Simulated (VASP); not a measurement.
# BN (R3m) in VASP: notebook, part 2 of 2

VASP 6.6.1. The steps go on from the part before.

### Step 3. Single point, PBE+D3(BJ) (strain +0.080 along x and y, -0.040 along z)

File INCAR:

```
PREC = Accurate ; ENCUT = 520
EDIFF = 1E-6 ; ISMEAR = 0
SIGMA = 0.05 ; LREAL = False
LASPH = True ; NELM = 80
ALGO = Normal ; ISIF = 2
LWAVE = False ; LCHARG = False
GGA = PE ; IVDW = 12
NBANDS = 11
```

File KPOINTS:

```
Automatic mesh
0
Gamma
  12 12 12
```

File POSCAR:

```
BN
1.0
    1.3512115259      0.7801223382      3.2380170272
   -1.3512115259      0.7801223382      3.2380170272
    0.0000000000     -1.5602446764      3.2380170272
B N
1 1
Direct
    0.9996712000      0.9996712000      0.9996712000
    0.3327618000      0.3327618000      0.3327618000
```

Potentials or basis: VASP PAW PBE potentials, release 64 (B, N).

Run with:

```console
cat potpaw_PBE.64/B/POTCAR potpaw_PBE.64/N/POTCAR > POTCAR
mpirun -np 1 vasp_std > vasp.out
```

OUTCAR:

```text
PREC = Accurate
   ENCUT = 520
   EDIFF = 1E-6
   ISMEAR = 0
   LREAL = False
   LASPH = True
   NELM = 80
   ISIF = 2
   GGA = PE
   IVDW = 12
 IVDW          = 12

 ion  position               nearest neighbor table
   1  1.000  1.000  1.000-   2 1.56   2 1.56   2 1.56
   2  0.333  0.333  0.333-   1 1.56   1 1.56   1 1.56

  LATTYP: Found a trigonal (rhomboedric) cell.
 ALAT       =     3.5943174204
 COS(alpha) =     0.7173533631

  Lattice vectors:

 A1 = (   1.3512115259,   0.7801223382,   3.2380170272)
 A2 = (  -1.3512115259,   0.7801223382,   3.2380170272)
[... 522 lines left out ...]

 Edisp (eV)   -0.25003

 E8    (eV) :    -0.0736

  FORCE on cell =-STRESS in cart. coord.  units (eV):
  Direction    XX          YY          ZZ          XY          YZ          ZX
  --------------------------------------------------------------------------------------
  -------------------------------------------------------------------------------------
  Total      -7.58436    -7.58436     0.07351     0.00000     0.00000     0.00000
  in kB    -593.35329  -593.35329     5.75123     0.00000     0.00000     0.00000
  external pressure =     -393.65 kB  Pullay stress =        0.00 kB

 VOLUME and BASIS-vectors are now :
 -----------------------------------------------------------------------------
  energy-cutoff  :      520.00
  volume of cell :       20.48
      direct lattice vectors                 reciprocal lattice vectors
     1.351211526  0.780122338  3.238017027     0.370038288  0.213641705  0.102943663
    -1.351211526  0.780122338  3.238017027    -0.370038288  0.213641705  0.102943663
     0.000000000 -1.560244676  3.238017027     0.000000000 -0.427283411  0.102943663

 POSITION                                       TOTAL-FORCE (eV/Angst)
 -----------------------------------------------------------------------------------
      0.00000      0.00000      9.71086         0.000000     -0.000000      0.042612
      0.00000      0.00000      3.23247         0.000000      0.000000     -0.042612
 -----------------------------------------------------------------------------------
    total drift:                               -0.000000     -0.000000      0.000134

  FREE ENERGIE OF THE ION-ELECTRON SYSTEM (eV)
  ---------------------------------------------------
  free  energy   TOTEN  =       -17.2527815454 eV

  energy  without entropy=      -17.2527815454  energy(sigma->0) =      -17.25278155
```

It took 60 s on 1 thread of Intel Xeon Platinum 8259CL at 2.50GHz (Skylake/Cascade Lake), shared host; peak memory 0.19 GiB.

Results:

- Free energy: -17.2528 eV
- Pressure: -39.4 GPa
- Largest force: 0.043 eV/Å
- Band gap on the k mesh: 3.67 eV, indirect (least direct gap 4.13 eV)
- Dispersion energy per atom: -0.125 eV

Forces in eV/Å, atoms in the order of the input:
```
B    0.000  0.000  0.043
N    0.000  0.000 -0.043
```

Levels at points of the mesh, in eV from the valence-band top:
```
           k point  band 2  band 3  band 4  band 5  band 6  band 7
(0.00, 0.00, 0.00)   -2.84   -1.54   -1.54    4.91    9.82    9.82
(0.50, 0.00, 0.00)   -8.15   -3.75   -0.36    4.73    7.76   12.04
(0.50, 0.50, 0.00)   -7.96   -3.86   -1.12    3.67    7.51   13.25
(0.50, 0.50, 0.50)   -5.34   -1.58   -1.58    8.57    9.21    9.70
```

Caveat: the cell differs from its parent crystal (strain +0.080 along x and y, -0.040 along z). A k mesh can miss the band edges.

### Step 4. Single point, PBE+D3(BJ) (strain +0.040 along x and y, +0.040 along z)

File INCAR:

```
SYSTEM = BN
ALGO = Normal
EDIFF = 1E-7
ENCUT = 520
GGA = PE
ISIF = 2
ISMEAR = 0
IVDW = 12
LASPH = .True.
LCHARG = .False.
LREAL = .False.
LWAVE = .False.
NBANDS = 11
NELM = 60
PREC = Accurate
SIGMA = 0.05
```

File KPOINTS:

```
k-points
0
Gamma
  12 12 12
  0 0 0
```

File POSCAR:

```
BN
1.0
    1.3011666545      0.7512289182      3.5078517794
   -1.3011666545      0.7512289182      3.5078517794
    0.0000000000     -1.5024578365      3.5078517794
B N
1 1
Direct
    0.9996712000      0.9996712000      0.9996712000
    0.3327618000      0.3327618000      0.3327618000
```

Run with:

```console
cat potpaw_PBE.64/B/POTCAR potpaw_PBE.64/N/POTCAR > POTCAR
mpirun -np 1 vasp_std > vasp.out
```

Wall time 78 s (1 thread of Intel Xeon Platinum 8259CL at 2.50GHz (Skylake/Cascade Lake), shared host); peak memory 0.18 GiB.

It converged, with:

```
Free energy                : -17.6964 eV
Pressure                   : -21.9 GPa
Largest force              : 0.010 eV/Å
Band gap on the k mesh     : 4.12 eV, indirect (least direct gap 4.39 eV)
Dispersion energy per atom : -0.122 eV
```

Forces on the atoms (eV/Å):
```
B    0.000  0.000 -0.010
N    0.000  0.000  0.010
```

Stress tensor (GPa, compression positive):
```
-32.26   0.00   0.00
  0.00 -32.26   0.00
  0.00   0.00  -1.11
```

Levels at points of the mesh, in eV from the valence-band top:
```tsv
k point	band 1	band 2	band 3	band 4	band 5	band 6	band 7	band 8	band 9
(0.00, 0.00, 0.00)	-17.07	-3.77	-1.42	-1.42	4.91	10.71	10.71	11.75	12.64
(0.50, 0.00, 0.00)	-14.25	-8.46	-3.91	-0.54	4.96	8.73	12.35	14.22	18.68
(0.50, 0.50, 0.00)	-14.20	-8.36	-3.95	-1.02	4.12	8.71	13.39	16.33	18.61
(0.50, 0.50, 0.50)	-16.88	-5.43	-1.43	-1.43	9.30	10.15	10.65	10.65	14.92
```

Caveat: the cell differs from its parent crystal (strain +0.040 along x and y, +0.040 along z). A k mesh can miss the band edges.

### Step 5. Summary

```csv
cell,gap on the mesh (eV),pressure (GPa),largest force (eV/Å)
"a = 3.692 Å, angles 41.3°, 2 atoms",4.05,-22.6,-
"a = 3.594 Å, angles 44.2°, 2 atoms",3.67,-39.4,0.04
"a = 3.816 Å, angles 39.9°, 2 atoms",4.12,-21.9,0.01
```

Alike in all rows: task single point; level PBE+D3(BJ); potentials or basis VASP PAW PBE potentials, release 64 (B, N); no spin polarisation; k mesh 12 × 12 × 12; cutoff (eV) 520; smearing gaussian 0.05 eV.

Absolute energies hang on the potentials; compare differences alone.
